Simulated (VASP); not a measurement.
Wanted: the native input for a VASP 6.6.1 run.

```
Task                   : single point
Functional             : PBEsol
Potentials or basis    : VASP PAW PBE potentials, release 64 (Nb_sv)
Cutoff                 : 520 eV
k mesh                 : 16 × 16 × 16
Occupations            : methfessel-paxton, width 0.1 eV
Spin                   : no spin polarisation
Dipole correction      : no
Further INCAR settings : ALGO = Normal; EDIFF = 1e-06; NBANDS = 12
```

The structure of Nb lies in POSCAR:

```
Nb
1.0
   -1.6352022596      1.6352022596      1.6352022596
    1.6352022596     -1.6352022596      1.6352022596
    1.6352022596      1.6352022596     -1.6352022596
Nb
1
Direct
    0.0000000000      0.0000000000      0.0000000000
```

One way to write it, as run:

INCAR

```
SYSTEM = Nb
PREC = Accurate ; ENCUT = 520
EDIFF = 1E-6 ; ISMEAR = 1
SIGMA = 0.1 ; LREAL = .False.
LASPH = .True. ; NELM = 100
ALGO = Normal ; ISIF = 2
LWAVE = .False. ; LCHARG = .False.
GGA = PS ; NBANDS = 12
```

KPOINTS

```
regular mesh
0
Gamma
  16 16 16
  0 0 0
```

Potentials or basis: VASP PAW PBE potentials, release 64 (Nb_sv).

Run with:

```bash
$ cat potpaw_PBE.64/Nb_sv/POTCAR > POTCAR
$ mpirun -np 1 vasp_std > vasp.out
```

Results of the run:

The pressure is -0.4 GPa and the band gap on the k mesh is zero (an odd number of electrons rules out a gap without spin polarisation).

Caveat: the PAW data sets were made with another functional, which shifts forces and pressure a little.

Wall time 38 s on 1 thread of Intel Xeon 8259CL, on a shared host, peak memory 0.16 GiB.
